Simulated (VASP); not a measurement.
# Si2W (P6_222) in VASP: further runs

The runs below take Si2W through single point, with PBE.

All numbers are computed with VASP 6.6.1; they aren't measurements. Logs are shortened: lines on timing, memory, paths and dates and some standing lists are left out, and cuts for length are marked.

### Step 1. The cell of the first run

Symmetry: P6_222, No. 180, hexagonal system. Conventional cell: a = 4.614 Å, b = 4.614 Å, c = 6.647 Å, α = 90.00°, β = 90.00°, γ = 120.00°. Within 3.2 Å of Si (site symmetry 2) lie 7 Si at 2.42 to 3.05 Å and 5 W at 2.60 to 2.79 Å. W (site symmetry 222) has 10 Si at 2.60 to 2.79 Å and 4 W at 3.20 Å within 3.4 Å.

### Step 2. Single point, PBE

File INCAR:

```
SYSTEM = Si2W
PREC = Accurate ; ENCUT = 520
EDIFF = 1E-6 ; ISMEAR = 0
SIGMA = 0.03 ; LREAL = .False.
LASPH = .True. ; NELM = 80
ALGO = Normal ; ISIF = 2
LWAVE = .False. ; LCHARG = .False.
GGA = PE ; NBANDS = 43
```

File KPOINTS:

```
regular mesh
0
Gamma
  9 9 6
  0 0 0
```

File POSCAR:

```
Si2W
1.0
    4.6143995253      0.0000000000      0.0000000000
   -2.3071997627      3.9961872121      0.0000000000
    0.0000000000      0.0000000000      6.6468916183
Si W
6 3
Direct
    0.8488551621      0.6977103243      0.5000000000
    0.1511448379      0.8488551621      0.8333333333
    0.6977103243      0.8488551621      0.1666666667
    0.1511448379      0.3022896757      0.5000000000
    0.8488551621      0.1511448379      0.8333333333
    0.3022896757      0.1511448379      0.1666666667
    0.0000000000      0.5000000000      0.1666666667
    0.5000000000      0.5000000000      0.8333333333
    0.5000000000      0.0000000000      0.5000000000
```

Potentials or basis: VASP PAW PBE potentials, release 64 (Si, W_sv).

Command:

```
$ cat potpaw_PBE.64/Si/POTCAR potpaw_PBE.64/W_sv/POTCAR > POTCAR
$ mpirun -np 1 vasp_std > vasp.out
```

OUTCAR:

```text
SYSTEM = Si2W
   PREC = Accurate
   ENCUT = 520
   EDIFF = 1E-6
   ISMEAR = 0
   LREAL = .False.
   LASPH = .True.
   NELM = 80
   ISIF = 2
   GGA = PE

 ion  position               nearest neighbor table
   1  0.849  0.698  0.500-   4 2.42   3 2.52   2 2.52   9 2.60   9 2.60   8 2.62   7 2.62   9 2.79
                             4 2.80   4 2.80   6 3.05   5 3.05
   2  0.151  0.849  0.833-   5 2.42   1 2.52   6 2.52   8 2.60   8 2.60   9 2.62   7 2.62   8 2.79
                             5 2.80   5 2.80   4 3.05   3 3.05
   3  0.698  0.849  0.167-   6 2.42   1 2.52   5 2.52   7 2.60   7 2.60   9 2.62   8 2.62   7 2.79
                             6 2.80   6 2.80   4 3.05   2 3.05
   4  0.151  0.302  0.500-   1 2.42   6 2.52   5 2.52   9 2.60   9 2.60   8 2.62   7 2.62   9 2.79
                             1 2.80   1 2.80   3 3.05   2 3.05
   5  0.849  0.151  0.833-   2 2.42   4 2.52   3 2.52   8 2.60   8 2.60   9 2.62   7 2.62   8 2.79
                             2 2.80   2 2.80   1 3.05   6 3.05
   6  0.302  0.151  0.167-   3 2.42   4 2.52   2 2.52   7 2.60   7 2.60   9 2.62   8 2.62   7 2.79
                             3 2.80   3 2.80   1 3.05   5 3.05
   7  0.000  0.500  0.167-   3 2.60   6 2.60   6 2.60   3 2.60   1 2.62   4 2.62   2 2.62   5 2.62
                             3 2.79   6 2.79   9 3.20   9 3.20   8 3.20   8 3.20
   8  0.500  0.500  0.833-   2 2.60   5 2.60   2 2.60   5 2.60   1 2.62   4 2.62   3 2.62   6 2.62
                             5 2.79   2 2.79   9 3.20   9 3.20   7 3.20   7 3.20
   9  0.500  0.000  0.500-   1 2.60   4 2.60   4 2.60   1 2.60   5 2.62   2 2.62   6 2.62   3 2.62
                             4 2.79   1 2.79   7 3.20   7 3.20   8 3.20   8 3.20

  LATTYP: Found a hexagonal cell.
 ALAT       =     4.6143995253
 C/A-ratio  =     1.4404672985

  Lattice vectors:

 A1 = (   4.6143995253,   0.0000000000,   0.0000000000)
 A2 = (  -2.3071997627,   3.9961872121,   0.0000000000)
 A3 = (   0.0000000000,   0.0000000000,   6.6468916183)

Analysis of symmetry for initial positions (statically):
=====================================================================
 Subroutine PRICEL returns:
 Original cell was already a primitive cell.

 Routine SETGRP: Setting up the symmetry group for a
 hexagonal supercell.

 Subroutine GETGRP returns: Found 12 space group operations
 (whereof  4 operations were pure point group operations)
 out of a pool of 24 trial point group operations.

The static configuration has the point symmetry D_2 .
 The point group associated with its full space group is D_6 .

Analysis of symmetry for dynamics (positions and initial velocities):
=====================================================================
[... 131 lines left out ...]
   ISIF   =      2    stress and relaxation
   ISYM   =      2    0-nonsym 1-usesym 2-fastsym
   POTIM  = 0.5000    time-step for ionic-motion
   TEBEG  =    0.0;   TEEND  =   0.0 temperature during run
   PSTRESS=    0.0 pullay stress
   NELECT =      66.0000    total number of electrons
   NUPDOWN=      -1.0000    fix difference up-down
   EMIN   =  10.00;   EMAX   =-10.00  energy-range for DOS
   EFERMI =   0.00;   METHOD = LEGACY
   ISMEAR =     0;   SIGMA  =   0.03  broadening in eV -4-tet -1-fermi 0-gaus
   EFERMI_NEDOS =   21; number of points for ismear=-14 and -15
   IALGO  =     38    algorithm
   IMIX   =      4    mixing-type and parameters
     AMIX     =   0.40;   BMIX     =  1.00
     AMIX_MAG =   1.60;   BMIX_MAG =  1.00
  volume/ion in A,a.u.               =      13.62        91.90
  Fermi-wavevector in a.u.,A,eV,Ry     =   1.331873  2.516876 24.135194  1.773887
  Thomas-Fermi vector in A             =   2.460851
   LORBIT       =      0    0 simple, 1 ext, 2 COOP (PROOUT), +10 PAW based schemes
   GGA     = PE    functional components
   LHFCALC =     F    Hartree Fock is set to
   AEXX    =    0.0000 exact exchange contribution
   IVDW    =     0    specifies the selected vdW correction
   LEPSILON=     F    determine dielectric tensor
   LRPA    =     F    only Hartree local field effects (RPA)
 non-spin polarized calculation
 Gauss-broadening in eV      SIGMA  =   0.03
  energy-cutoff  :      520.00
  volume of cell :      122.57
 maximum number of plane-waves:      3325
 NGX is ok and might be reduce to    36

 number of electron      66.0000008 magnetization

 Free energy of the ion-electron system (eV)
  ---------------------------------------------------
  ext. energy  EPLUGINS =         0.00000000
  ---------------------------------------------------
  free energy    TOTEN  =       -73.29316923 eV

  energy without entropy =      -73.29274089  energy(sigma->0) =      -73.29295506

 E-fermi :  12.3127     XC(G=0): -12.4707

 val. band max:       12.2945126511   @ k =   0.0000   0.0000   0.3333
 cond. band min:      12.3376688881   @ k =   0.2222   0.1111   0.0000
 fundamental gap:      0.0431562370
 Fermi energy:        12.3127287934

 k-point     1 :       0.0000    0.0000    0.0000
  band No.  band energies     occupation
      1     -61.9736      2.00000
      2     -61.9619      2.00000
      3     -61.9619      2.00000
      4     -26.3761      2.00000
      5     -26.3761      2.00000
      6     -26.3089      2.00000
[... 1093 lines left out ...]
     42      15.5280      0.00000
     43      15.5817      0.00000

 [... further k-points ...]
[... 5 lines left out ...]
  --------------------------------------------------------------------------------------
  -------------------------------------------------------------------------------------
  Total        1.7000816      1.7000816     -0.6690899     -0.0000000     -0.0000000      0.0000000
  in kB       22.2228996     22.2228996     -8.7461195     -0.0000000     -0.0000000      0.0000000
  external PRESSURE =      11.8998932 kB  Pullay stress =       0.0000000 kB

 VOLUME and BASIS-vectors are now :
 -----------------------------------------------------------------------------
  energy-cutoff  :      520.00
  volume of cell :      122.57
      direct lattice vectors                 reciprocal lattice vectors
     4.614399525  0.000000000  0.000000000     0.216712921  0.125119263  0.000000000
    -2.307199763  3.996187212  0.000000000     0.000000000  0.250238527  0.000000000
     0.000000000  0.000000000  6.646891618     0.000000000  0.000000000  0.150446262

 POSITION                                       TOTAL-FORCE (eV/Angst)
 -----------------------------------------------------------------------------------
      2.30720      2.78818      3.32345         0.000000     -1.892978      0.000000
     -1.26104      3.39218      5.53908         1.639367     -0.946489      0.000000
      1.26104      3.39218      1.10782        -1.639367     -0.946489      0.000000
      0.00000      1.20801      3.32345        -0.000000      1.892978      0.000000
      3.56824      0.60400      5.53908        -1.639367      0.946489     -0.000000
      1.04616      0.60400      1.10782         1.639367      0.946489     -0.000000
     -1.15360      1.99809      1.10782        -0.000000      0.000000      0.000000
      1.15360      1.99809      5.53908        -0.000000      0.000000     -0.000000
      2.30720      0.00000      3.32345        -0.000000     -0.000000      0.000000
 -----------------------------------------------------------------------------------
    total drift:                               -0.000000     -0.000000      0.000000

  FREE ENERGIE OF THE ION-ELECTRON SYSTEM (eV)
  ---------------------------------------------------
  free  energy   TOTEN  =       -73.2931692277 eV

  energy  without entropy=      -73.2927408857  energy(sigma->0) =      -73.29295506
```

OSZICAR:

```text
N       E                     dE             d eps       ncg     rms          rms(c)
DAV:   1     0.636252674750E+03    0.63625E+03   -0.35119E+04  4272   0.157E+03
DAV:   2    -0.369951361600E+02   -0.67325E+03   -0.65075E+03  4439   0.448E+02
DAV:   3    -0.750003261394E+02   -0.38005E+02   -0.36667E+02  5169   0.978E+01
DAV:   4    -0.760067304987E+02   -0.10064E+01   -0.99243E+00  5128   0.146E+01
DAV:   5    -0.760270729842E+02   -0.20342E-01   -0.20289E-01  5144   0.220E+00    0.421E+01
DAV:   6    -0.736482116697E+02    0.23789E+01   -0.14083E+01  5033   0.178E+01    0.142E+01
DAV:   7    -0.733786709793E+02    0.26954E+00   -0.16994E+00  4891   0.522E+00    0.799E+00
DAV:   8    -0.732948064134E+02    0.83865E-01   -0.20002E-01  4973   0.251E+00    0.643E-01
DAV:   9    -0.732936627087E+02    0.11437E-02   -0.18056E-02  5628   0.537E-01    0.430E-01
DAV:  10    -0.732933190199E+02    0.34369E-03   -0.31735E-03  5066   0.355E-01    0.174E-01
DAV:  11    -0.732931724710E+02    0.14655E-03   -0.62843E-04  5024   0.150E-01    0.300E-02
DAV:  12    -0.732931700801E+02    0.23909E-05   -0.21737E-05  5050   0.242E-02    0.129E-02
DAV:  13    -0.732931692277E+02    0.85237E-06   -0.67760E-07  3080   0.455E-03
   1 F= -.73293169E+02 E0= -.73292955E+02  d E =-.428342E-03
```

stdout:

```text
POSCAR found type information on POSCAR SiW
 POSCAR found :  2 types and       9 ions
 scaLAPACK will be used
 LDA part: xc-table for (Slater+PW92), standard interpolation
 POSCAR, INCAR and KPOINTS ok, starting setup
 FFT: planning ... GRIDC
 FFT: planning ... GRID_SOFT
 FFT: planning ... GRID
 WAVECAR not read
 entering main loop
```

Run time: 2.9 min. Hardware: 1 thread of Intel Xeon Platinum 8375C at 2.90GHz (Ice Lake), shared host; peak memory 0.36 GiB.

What came out:

```
Free energy            : -73.2932 eV
Pressure               : 1.2 GPa
Largest force          : 1.893 eV/Å
Band gap on the k mesh : zero (bands 33 and 34 overlap by 0.22 eV)
```

Forces in eV/Å, atoms in the order of the input:
```
Si   0.000 -1.893  0.000
Si   1.639 -0.946  0.000
Si  -1.639 -0.946  0.000
Si   0.000  1.893  0.000
Si  -1.639  0.946  0.000
Si   1.639  0.946  0.000
W    0.000  0.000  0.000
W    0.000  0.000  0.000
W    0.000  0.000  0.000
```

Levels at points of the mesh, in eV from the Fermi level:
```
           k point  band 30  band 31  band 32  band 33  band 34  band 35  band 36  band 37
(0.00, 0.00, 0.00)    -3.02    -3.02    -1.95    -0.59     1.69     1.69     2.24     2.42
(0.00, 0.00, 0.50)    -2.28    -2.28    -0.51    -0.51     1.75     1.75     2.22     2.30
```

Caveat: spin-orbit coupling is left out, which moves the levels of the heavy elements; forces of over 1 eV/Å act on the atoms, so gaps and moduli don't describe the material at rest.

### Step 3. Single point, PBE

This run uses another cell than the first one, of the same volume but with other edges.

File INCAR:

```
  PREC = Accurate
  ENCUT = 520
  EDIFF = 1E-6
  ISMEAR = 0
  SIGMA = 0.03
  LREAL = False
  LASPH = True
  NELM = 60
  ALGO = Normal
  ISIF = 2
  LWAVE = False
  LCHARG = False
  GGA = PE
  NBANDS = 43
```

File KPOINTS:

```
regular mesh
0
Gamma
  9 9 6
```

Changes to POSCAR since step 2:

```diff
@@ -2,5 +2,5 @@
 1.0
-    4.6143995253      0.0000000000      0.0000000000
-   -2.3071997627      3.9961872121      0.0000000000
-    0.0000000000      0.0000000000      6.6468916183
+    4.6646658316      0.0000000000      0.0000000000
+   -2.3323329158      4.0397191103      0.0000000000
+    0.0000000000      0.0000000000      6.5044100356
 Si W
```

Potentials or basis: VASP PAW PBE potentials, release 64 (Si, W_sv).

Command:

```
$ cat potpaw_PBE.64/Si/POTCAR potpaw_PBE.64/W_sv/POTCAR > POTCAR
$ mpirun -np 1 vasp_std > vasp.out
```

It took 2.7 min on 1 thread of Intel Xeon Platinum 8375C at 2.90GHz (Ice Lake), shared host; peak memory 0.35 GiB.

Results (log left out):

```
Free energy            : -73.2759 eV
Pressure               : 1.6 GPa
Largest force          : 1.748 eV/Å
Band gap on the k mesh : zero (bands 33 and 34 overlap by 0.24 eV)
```

Forces in eV/Å, atoms in the order of the input:
```
Si   0.000 -1.748  0.000
Si   1.514 -0.874  0.000
Si  -1.514 -0.874  0.000
Si   0.000  1.748  0.000
Si  -1.514  0.874  0.000
Si   1.514  0.874  0.000
W    0.000  0.000  0.000
W    0.000  0.000  0.000
W    0.000  0.000  0.000
```

Stress tensor (GPa, compression positive):
```
-0.15  0.00  0.00
 0.00 -0.15  0.00
 0.00  0.00  5.13
```

Levels at points of the mesh, in eV from the Fermi level:
```tsv
k point	band 31	band 32	band 33	band 34	band 35	band 36
(0.00, 0.00, 0.00)	-3.21	-2.17	-0.57	1.60	1.60	2.15
(0.00, 0.00, 0.50)	-2.54	-0.36	-0.36	1.75	1.75	2.23
```

Caveat: spin-orbit coupling is left out, which moves the levels of the heavy elements; forces of over 1 eV/Å act on the atoms, so gaps and moduli don't describe the material at rest.

### Step 4. Single point, PBE

This run uses another cell than the first one, of the same volume but with other edges.

File INCAR:

```
PREC = Accurate
ENCUT = 520
EDIFF = 1E-6
ISMEAR = 0
SIGMA = 0.03
LREAL = F
LASPH = T
NELM = 80
ALGO = Normal
ISIF = 2
LWAVE = F
LCHARG = F
GGA = PE
NBANDS = 43
```

File KPOINTS:

```
Automatic mesh
0
Gamma
  9 9 6
```

File POSCAR:

```
Si2W
1.0
    4.6646658316      0.0000000000      0.0000000000
   -2.3323329158      4.0397191103      0.0000000000
    0.0000000000      0.0000000000      6.5044100356
Si W
6 3
Direct
    0.8613670885      0.7227341769      0.5000000000
    0.1386329115      0.8613670885      0.8333333333
    0.7227341769      0.8613670885      0.1666666667
    0.1386329115      0.2772658231      0.5000000000
    0.8613670885      0.1386329115      0.8333333333
    0.2772658231      0.1386329115      0.1666666667
    0.0000000000      0.5000000000      0.1666666667
    0.5000000000      0.5000000000      0.8333333333
    0.5000000000      0.0000000000      0.5000000000
```

Command:

```
$ cat potpaw_PBE.64/Si/POTCAR potpaw_PBE.64/W_sv/POTCAR > POTCAR
$ mpirun -np 1 vasp_std > vasp.out
```

It took 2.6 min on 1 thread of Intel Xeon Platinum 8375C at 2.90GHz (Ice Lake), shared host; peak memory 0.35 GiB.

It converged, with:

| Item | Value |
| --- | --- |
| Free energy | -71.5325 eV |
| Pressure | 6.7 GPa |
| Largest force | 4.166 eV/Å |
| Band gap on the k mesh | zero (bands 33 and 34 overlap by 0.68 eV) |

Forces in eV/Å, atoms in the order of the input:
```
Si   0.000 -4.166  0.000
Si   3.608 -2.083  0.000
Si  -3.608 -2.083  0.000
Si   0.000  4.166  0.000
Si  -3.608  2.083  0.000
Si   3.608  2.083  0.000
W    0.000  0.000  0.000
W    0.000  0.000  0.000
W    0.000  0.000  0.000
```

Stress tensor (GPa, compression positive):
```
7.07 0.00 0.00
0.00 7.07 0.00
0.00 0.00 5.94
```

Levels at points of the mesh, in eV from the Fermi level:
```tsv
k point	band 31	band 32	band 33	band 34	band 35	band 36
(0.00, 0.00, 0.00)	-2.63	-1.36	-0.12	1.20	1.20	2.08
(0.00, 0.00, 0.50)	-1.91	-0.09	-0.09	1.63	1.63	2.16
```

Caveat: the cell stands under pressure; spin-orbit coupling is left out, which moves the levels of the heavy elements; forces of over 1 eV/Å act on the atoms, so gaps and moduli don't describe the material at rest.

### Step 5. The runs side by side

```tsv
cell	gap on the mesh (eV)	pressure (GPa)	largest force (eV/Å)
a = 4.614, b = 4.614, c = 6.647 Å, angles 90.0, 90.0, 120.0°, 9 atoms, atomic positions A	none	1.2	1.89
a = 4.665, b = 4.665, c = 6.504 Å, angles 90.0, 90.0, 120.0°, 9 atoms, atomic positions A	none	1.6	1.75
a = 4.665, b = 4.665, c = 6.504 Å, angles 90.0, 90.0, 120.0°, 9 atoms, atomic positions B	none	6.7	4.17
```

Alike in all rows: task single point; level PBE; potentials or basis VASP PAW PBE potentials, release 64 (Si, W_sv); no spin polarisation; k mesh 9 × 9 × 6; cutoff (eV) 520; smearing gaussian 0.03 eV.

Caveats: spin-orbit coupling is left out, which moves the levels of the heavy elements; forces of over 1 eV/Å act on the atoms, so gaps and moduli don't describe the material at rest; the cell stands under pressure (at least some runs).

Absolute energies hang on the potentials; compare differences alone.
